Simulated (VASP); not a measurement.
Input of a VASP 6.6.1 run:

The input INCAR:

```
  PREC = Accurate
  ENCUT = 500
  EDIFF = 1E-7
  ISMEAR = 0
  SIGMA = 0.1
  LREAL = False
  LASPH = True
  NELM = 120
  ALGO = Normal
  ISIF = 3
  LWAVE = False
  LCHARG = False
  GGA = PS
  IBRION = 2
  NSW = 80
  EDIFFG = -0.01
  GGA_COMPAT = False
  NELMIN = 4
```

File KPOINTS:

```
Automatic mesh
0
Gamma
  18 18 8
```

File POSCAR:

```
Hg
1.0
    3.0999515432      0.0000000000      0.0000000000
   -1.5499757716      2.6846367869      0.0000000000
    0.0000000000      0.0000000000      5.5330120765
Hg
2
Direct
    0.3333333333      0.6666666667      0.2500000000
    0.6666666667      0.3333333333      0.7500000000
```

Potentials or basis: VASP PAW PBE potentials, release 64 (Hg).

The run is started by

```sh
$ cat potpaw_PBE.64/Hg/POTCAR > POTCAR
$ mpirun -np 1 vasp_std > vasp.out
```

(1) Estimate the relaxed volume.

(2) Estimate the relaxed cell.

## Answers

(1) 24.41 Å³/atom.

(2) a = 3.485 Å, b = 3.485 Å, c = 4.642 Å, α = 90.00°, β = 90.00°, γ = 120.00°.

Caveat: a cell axis changed by over 15 % at a fixed basis, so the end point is rough; the PAW data sets were made with another functional, which shifts forces and pressure a little.
